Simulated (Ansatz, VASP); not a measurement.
**Ti6Ge in VASP and in Ansatz**

```
CELL_PARAMETERS angstrom
-3.11395 3.11395 3.24411
3.11395 -3.11395 3.24411
3.11395 3.11395 -3.24411
ATOMIC_POSITIONS crystal
Ti 0.50000 0.50000 0.50000
Ti 0.00000 0.00000 0.50000
Ti 0.50000 0.00000 0.00000
Ti 0.00000 0.50000 0.00000
Ti 0.50000 0.00000 0.50000
Ti 0.00000 0.50000 0.50000
Ge 0.00000 0.00000 0.00000
```

Alike in both runs: functional PBE; k mesh 4 × 4 × 4; occupations gaussian, width 0.2 eV; no spin polarisation.

Ansatz relaxed the structure, and its values are those at the end. VASP's run is a single point on that final structure, the one shown.

```csv
,VASP,Ansatz
version,VASP 6.6.1,Ansatz 0.2.0
potentials or method,"VASP PAW PBE potentials, release 64 (Ti_sv, Ge_d), cutoff 520 eV","scalar-relativistic, plane waves, PAW"
valence electrons in the cell,86,86
```

|  | VASP | Ansatz | Ansatz less VASP |
| --- | --- | --- | --- |
| gap on the k mesh at the Fermi level (eV) | none | none | - |
| pressure (GPa) | -0.2 | -0.1 | +0.16 |

A gap of «none» marks a metal or a gap that the smearing closes.
